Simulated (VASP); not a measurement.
# AlN (F-43m) in VASP: notebook, part 2 of 2

VASP 6.6.1. Earlier steps stand in the parts before.

## Step 3: Relaxation of cell and atoms, r2SCAN+rVV10

Input file POSCAR:

```
AlN
1.0
    0.0000000000      2.1839935596      2.1839935596
    2.1839935596      0.0000000000      2.1839935596
    2.1839935596      2.1839935596      0.0000000000
Al N
1 1
Direct
    0.0000000000      0.0000000000      0.0000000000
    0.2500000000      0.2500000000      0.2500000000
```

Input file INCAR.step1:

```
SYSTEM = AlN
PREC = Accurate
ENCUT = 600
ISMEAR = -1
SIGMA = 0.05
LREAL = .FALSE.
LASPH = .TRUE.
NELM = 60
GGA = PE
ALGO = Normal
EDIFF = 1E-4
LWAVE = .TRUE.
LCHARG = .FALSE.
```

Input file INCAR.step2:

```
SYSTEM = AlN
PREC = Accurate
ENCUT = 600
EDIFF = 1E-6
ISMEAR = -1
SIGMA = 0.05
LREAL = .FALSE.
LASPH = .TRUE.
NELM = 60
ALGO = Normal
ISIF = 3
LWAVE = .FALSE.
LCHARG = .FALSE.
METAGGA = R2SCAN
LMIXTAU = .TRUE.
LUSE_VDW = .TRUE.
IVDW_NL = 2
BPARAM = 11.95
CPARAM = 0.0093
IBRION = 2
NSW = 60
EDIFFG = -0.01
ISTART = 1
```

Input file KPOINTS:

```
regular mesh
0
G
  10 10 10
  0 0 0
```

Potentials or basis: VASP PAW PBE potentials, release 64 (Al, N).

Run with:

```
cat potpaw_PBE.64/Al/POTCAR potpaw_PBE.64/N/POTCAR > POTCAR
cp INCAR.step1 INCAR
mpirun -np 1 vasp_std > vasp.out
cp INCAR.step2 INCAR
mpirun -np 1 vasp_std > vasp.out
```

Run time: 3.2 min. Hardware: 1 thread of Intel Xeon 6975P-C, shared host; peak memory 0.26 GiB.

It converged, with:

```yaml
Free_energy: -18.9937 eV
Relaxed_volume: 10.38 Å³/atom
Relaxed_cell: a = 3.085 Å, b = 3.085 Å, c = 3.085 Å, α = 60.00°, β = 60.00°, γ = 60.00°
Space_group_after_relaxing_to_0.05_Å: F-43m (No. 216)
Energy_gained_by_relaxing: 0.1 meV/atom
Ionic_steps: 3
Pressure_after_relaxing: -0.1 GPa
Band_gap_on_the_k_mesh: 3.89 eV, indirect (least direct gap 4.88 eV)
```

Step by step:
```
step  energy change (eV)  largest force (eV/Å)  pressure (GPa)  volume (Å³)
   1              0.0000                0.0000           -0.76        20.83
   2              0.0000                0.0000            0.77        20.69
   3             -0.0002                0.0000           -0.07        20.77
```

Final structure:
```xyz
2
Lattice="0.0000 2.1816 2.1816 2.1816 0.0000 2.1816 2.1816 2.1816 0.0000" Properties=species:S:1:pos:R:3 pbc="T T T"
Al    0.0000    0.0000    0.0000
N     1.0908    1.0908    1.0908
```

Levels at points of the mesh, in eV from the valence-band top:
| k point | band 1 | band 2 | band 3 | band 4 | band 5 | band 6 | band 7 | band 8 |
| --- | --- | --- | --- | --- | --- | --- | --- | --- |
| (0.00, 0.00, 0.00) | -15.77 | 0.00 | 0.00 | 0.00 | 4.88 | 13.53 | 13.53 | 13.53 |
| (0.50, 0.00, 0.00) | -13.74 | -5.93 | -0.49 | -0.49 | 8.21 | 10.81 | 11.94 | 11.94 |
| (0.50, 0.50, 0.00) | -13.11 | -4.97 | -1.81 | -1.81 | 3.89 | 9.46 | 15.22 | 16.96 |

Caveat: the PAW data sets were made with another functional, which shifts forces and pressure a little.

## Step 4: Single point, PBE

Input file INCAR:

```
  PREC = Accurate
  ENCUT = 600
  EDIFF = 1E-6
  ISMEAR = -1
  SIGMA = 0.05
  LREAL = F
  LASPH = T
  NELM = 120
  ALGO = Normal
  ISIF = 2
  LWAVE = F
  LCHARG = F
  GGA = PE
  NBANDS = 11
  GGA_COMPAT = F
```

Input file KPOINTS:

```
regular mesh
0
Gamma
  5 5 5
```

POSCAR is that of step 3.

Potentials or basis: VASP PAW PBE potentials, release 64 (Al, N).

Run with:

```
cat potpaw_PBE.64/Al/POTCAR potpaw_PBE.64/N/POTCAR > POTCAR
mpirun -np 1 vasp_std > vasp.out
```

OUTCAR:

```text
PREC = Accurate
   ENCUT = 600
   EDIFF = 1E-6
   ISMEAR = -1
   LREAL = F
   LASPH = T
   NELM = 120
   ISIF = 2
   GGA = PE

 ion  position               nearest neighbor table
   1  0.000  0.000  0.000-   2 1.89   2 1.89   2 1.89   2 1.89
   2  0.250  0.250  0.250-   1 1.89   1 1.89   1 1.89   1 1.89

  LATTYP: Found a face centered cubic cell.
 ALAT       =     4.3679871192

  Lattice vectors:

[... 307 lines left out ...]
     10      25.1885      0.00000
     11      30.5749      0.00000

------------------------ aborting loop because EDIFF is reached ----------------------------------------

  FORCE on cell =-STRESS in cart. coord.  units (eV):
  Direction    XX          YY          ZZ          XY          YZ          ZX
  --------------------------------------------------------------------------------------
  -------------------------------------------------------------------------------------
  Total        0.5796361      0.5796361      0.5796361      0.0000000      0.0000000      0.0000000
  in kB       44.5740328     44.5740328     44.5740328      0.0000000      0.0000000      0.0000000
  external PRESSURE =      44.5740328 kB  Pullay stress =       0.0000000 kB

 VOLUME and BASIS-vectors are now :
 -----------------------------------------------------------------------------
  energy-cutoff  :      600.00
  volume of cell :       20.83
      direct lattice vectors                 reciprocal lattice vectors
     0.000000000  2.183993560  2.183993560    -0.228938404  0.228938404  0.228938404
     2.183993560  0.000000000  2.183993560     0.228938404 -0.228938404  0.228938404
     2.183993560  2.183993560  0.000000000     0.228938404  0.228938404 -0.228938404

 POSITION                                       TOTAL-FORCE (eV/Angst)
 -----------------------------------------------------------------------------------
      0.00000      0.00000      0.00000         0.000000      0.000000      0.000000
      1.09200      1.09200      1.09200        -0.000000     -0.000000     -0.000000
 -----------------------------------------------------------------------------------
    total drift:                                0.000000      0.000000      0.000000

  FREE ENERGIE OF THE ION-ELECTRON SYSTEM (eV)
  ---------------------------------------------------
  free  energy   TOTEN  =       -14.8342643677 eV

  energy  without entropy=      -14.8342643676  energy(sigma->0) =      -14.83426437
```

Run time: 9.2 s. Hardware: 1 thread of Intel Xeon 8259CL, shared host; peak memory 0.14 GiB.

What came out:

```
Free energy            : -14.8343 eV
Pressure               : 4.5 GPa
Band gap on the k mesh : 3.89 eV, indirect (least direct gap 4.19 eV)
```

Levels at points of the mesh, in eV from the valence-band top:
| k point | band 1 | band 2 | band 3 | band 4 | band 5 | band 6 | band 7 | band 8 |
| --- | --- | --- | --- | --- | --- | --- | --- | --- |
| (0.00, 0.00, 0.00) | -14.98 | 0.00 | 0.00 | 0.00 | 4.19 | 12.55 | 12.55 | 12.55 |

Caveat: the k points lie up to 0.50 Å⁻¹ apart. A k mesh can miss the band edges.

## Step 5: Single point, PBE+D4

This run uses another cell than the first one, of 9.79 Å³/atom, 0.940 times its volume.

Input file INCAR:

```
  PREC = Accurate
  ENCUT = 600
  EDIFF = 1E-6
  ISMEAR = -1
  SIGMA = 0.05
  LREAL = False
  LASPH = True
  NELM = 120
  ALGO = Normal
  ISIF = 2
  LWAVE = False
  LCHARG = False
  GGA = PE
  IVDW = 13
  NBANDS = 11
  GGA_COMPAT = False
```

Input file KPOINTS:

```
Automatic mesh
0
Gamma
  10 10 10
```

Input file POSCAR:

```
AlN
1.0
    0.0000000000      2.1394097525      2.1394097525
    2.1394097525      0.0000000000      2.1394097525
    2.1394097525      2.1394097525      0.0000000000
Al N
1 1
Direct
    0.0000000000      0.0000000000      0.0000000000
    0.2500000000      0.2500000000      0.2500000000
```

Run with:

```
cat potpaw_PBE.64/Al/POTCAR potpaw_PBE.64/N/POTCAR > POTCAR
mpirun -np 1 vasp_std > vasp.out
```

Run time: 16 s. Hardware: 1 thread of Intel Xeon 8259CL, shared host; peak memory 0.14 GiB.

It converged, with:

```
Free energy                : -15.4059 eV
Pressure                   : 13.9 GPa
Band gap on the k mesh     : 3.35 eV, indirect (least direct gap 4.76 eV)
Dispersion energy per atom : -0.328 eV
```

Levels at points of the mesh, in eV from the valence-band top:
| k point | band 1 | band 2 | band 3 | band 4 | band 5 | band 6 | band 7 | band 8 | band 9 |
| --- | --- | --- | --- | --- | --- | --- | --- | --- | --- |
| (0.00, 0.00, 0.00) | -15.35 | 0.00 | 0.00 | 0.00 | 4.76 | 13.19 | 13.19 | 13.19 | 18.19 |
| (0.50, 0.00, 0.00) | -13.11 | -6.12 | -0.49 | -0.49 | 7.95 | 10.29 | 11.54 | 11.54 | 18.84 |
| (0.50, 0.50, 0.00) | -12.42 | -5.10 | -1.84 | -1.84 | 3.35 | 8.99 | 14.83 | 16.52 | 16.52 |

A k mesh can miss the band edges.

## Step 6: Summary

```tsv
task	level	cell	k mesh	gap on the mesh (eV)	pressure (GPa)	relaxed volume (Å³/atom)
relaxation of cell and atoms	revPBE+D3(BJ)	relaxed from a = 3.089 Å, angles 60.0°, 2 atoms	10 × 10 × 10	3.35	0.0	10.33
relaxation of cell and atoms	r2SCAN+rVV10	relaxed from a = 3.089 Å, angles 60.0°, 2 atoms	10 × 10 × 10	3.89	-0.1	10.38
single point	PBE	a = 3.089 Å, angles 60.0°, 2 atoms	5 × 5 × 5	3.89	4.5	-
single point	PBE+D4	a = 3.026 Å, angles 60.0°, 2 atoms	10 × 10 × 10	3.35	13.9	-
```

Alike in all rows: potentials or basis VASP PAW PBE potentials, release 64 (Al, N); no spin polarisation; cutoff (eV) 600; smearing fermi-dirac 0.05 eV.

Caveats: some runs use coarse meshes; the PAW data sets were made with another functional, which shifts forces and pressure a little (some runs).

Total energies depend on the potentials used, so only differences within one code and one set of settings carry meaning.
